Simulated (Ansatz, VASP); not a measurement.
# One calculation of SnTe, two programs

File INCAR:

```
  PREC = Accurate
  ENCUT = 520
  EDIFF = 1E-8
  ISMEAR = -1
  SIGMA = 0.08
  LREAL = F
  LASPH = T
  NELM = 60
  ALGO = Normal
  ISIF = 2
  LWAVE = F
  LCHARG = F
  GGA = CA
  LEFG = T
  NBANDS = 17
```

The input KPOINTS:

```
regular mesh
0
Gamma
  11 11 11
```

Contents of POSCAR:

```
SnTe
1.0
    0.0000000000      3.2196300000      3.1565000000
    3.2196300000      0.0000000000      3.1565000000
    3.2196300000      3.2196300000      0.0000000000
Sn Te
1 1
Direct
    0.0000000000      0.0000000000      0.0000000000
    0.5000000000      0.5000000000      0.5000000000
```

Input for Ansatz:

```yaml
crystal:
  lattice:
    - [0.0, 3.21963, 3.1565]
    - [3.21963, 0.0, 3.1565]
    - [3.21963, 3.21963, 0.0]
  atoms:
    - { symbol: Sn, position: [0.0, 0.0, 0.0] }
    - { symbol: Te, position: [0.5, 0.5, 0.5] }
kpoints:
  mp_grid: { grid: [11, 11, 11] }
scf:
  occupations: { method: fermi_dirac, width: 0.08 }
hamiltonian:
  xc: lda
  pseudopotentials: { kind: paw }
output:
  forces: true
  stress: true
  eigenvalues: true
  efg: { contact_densities: true }
```

Change from the starting cell: equal xx and yy strain of +2 %, PAW files.

Alike in both runs: task electric field gradients; functional LDA; k mesh 11 × 11 × 11; occupations fermi-dirac, width 0.08 eV; no spin polarisation.

|  | VASP | Ansatz |
| --- | --- | --- |
| version | VASP 6.6.1 | Ansatz 0.2.0 |
| potentials or method | VASP PAW LDA potentials, release 64 (Sn_d, Te) | PAW with Ansatz's default frozen-core files, scalar-relativistic |
| plane-wave cutoff (eV) | 520 | 420 |
| valence electrons in the cell | 20 | 30 |

```csv
,VASP,Ansatz,Ansatz less VASP
pressure (GPa),-3.2,-3.2,-0.04
"traceless stress, the component that is largest in VASP (GPa)",1.43,1.41,-0.014
size of Vzz on the site where it differs most (V/Å²),7.0,6.1,-0.94
```

LDA's correlation is that of Perdew and Zunger in VASP and of Perdew and Wang (1992) in Ansatz. VASP's potentials hold 20 valence electrons a cell and Ansatz's 30, so a difference there can come from the potentials and not from the codes.

Spin-orbit coupling is off throughout.
